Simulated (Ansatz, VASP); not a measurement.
# Two plane-wave programs on ScCd

```xyz
2
Lattice="3.5263 0.0000 0.0000 0.0000 3.5263 0.0000 0.0000 0.0000 3.5263" Properties=species:S:1:pos:R:3 pbc="T T T"
Sc    1.7631    1.7631    1.7631
Cd    0.0000    0.0000    0.0000
```

Change from the starting cell: volume scaled by 1, PAW files.

Alike in both runs: task single point; functional LDA; k mesh 10 × 10 × 10; occupations fermi-dirac, width 0.05 eV; no spin polarisation.

```csv
,VASP,Ansatz
version,VASP 6.6.1,Ansatz 0.2.0
potentials or method,"VASP PAW LDA potentials, release 64 (Sc_sv, Cd)","PAW with Ansatz's default frozen-core files, scalar-relativistic"
plane-wave cutoff (eV),520,420
valence electrons in the cell,23,31
```

```csv
,VASP,Ansatz,Ansatz less VASP
pressure (GPa),-5.1,-5.4,-0.29
```

LDA's correlation is that of Perdew and Zunger in VASP and of Perdew and Wang (1992) in Ansatz. VASP's potentials hold 23 valence electrons a cell and Ansatz's 31, so a difference there can come from the potentials and not from the codes.
